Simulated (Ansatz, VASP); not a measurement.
**C in VASP and in Ansatz**

The input INCAR:

```
SYSTEM = C
PREC = Accurate ; ENCUT = 520
EDIFF = 1E-7 ; ISMEAR = 0
SIGMA = 0.05 ; LREAL = .FALSE.
LASPH = .TRUE. ; NELM = 100
ALGO = Normal ; ISIF = 2
LWAVE = .FALSE. ; LCHARG = .FALSE.
GGA = PE ; IVDW = 12
NBANDS = 11
```

The input KPOINTS:

```
regular mesh
0
G
  15 15 15
  0 0 0
```

POSCAR

```
C
1.0
    1.2324984681      0.7115833223      3.3613878357
   -1.2324984681      0.7115833223      3.3613878357
    0.0000000000     -1.4231666447      3.3613878357
C
2
Direct
    0.1700649689      0.1700649689      0.1384453408
    0.8299350311      0.8299350311      0.8615546592
```

Input for Ansatz:

```yaml
crystal:
  lattice:
    - [1.2324984681, 0.7115833223, 3.3613878357]
    - [-1.2324984681, 0.7115833223, 3.3613878357]
    - [0.0, -1.4231666447, 3.3613878357]
  atoms:
    - { symbol: C, position: [0.1700649689, 0.1700649689, 0.1384453408] }
    - { symbol: C, position: [0.8299350311, 0.8299350311, 0.8615546592] }
basis:
  ecutwfc: 520.0
kpoints:
  mp_grid: { grid: [15, 15, 15] }
hamiltonian:
  xc: pbe
  dispersion: d3bj
scf:
  occupations: { method: gaussian, width: 0.05 }
output:
  forces: true
  stress: true
  eigenvalues: true
```

Change from the starting cell: mode 4 frozen in at -0.071 Å and mode 6 at +0.045 Å (largest displacements).

Alike in both runs: task single point; functional PBE; dispersion D3(BJ); k mesh 15 × 15 × 15; occupations gaussian, width 0.05 eV; no spin polarisation.

```csv
,VASP,Ansatz
version,VASP 6.6.1,Ansatz 0.2.0
potentials or method,"VASP PAW PBE potentials, release 64 (C), cutoff 520 eV","scalar-relativistic, plane waves, PAW"
valence electrons in the cell,8,8
```

|  | VASP | Ansatz | Ansatz less VASP |
| --- | --- | --- | --- |
| gap on the k mesh at the Fermi level (eV) | 0.19 | 0.19 | 0.000 |
| least direct gap on the mesh (eV) | 0.22 | 0.22 | 0.000 |
| pressure (GPa) | 2.4 | 2.0 | -0.39 |
| traceless stress, the component that is largest in VASP (GPa) | 10.57 | 10.15 | -0.421 |
| rms of the force components (eV/Å) | 2.716 | 2.713 | -0.0026 |

Atom by atom the forces differ by 0.007 eV/Å (rms over components).
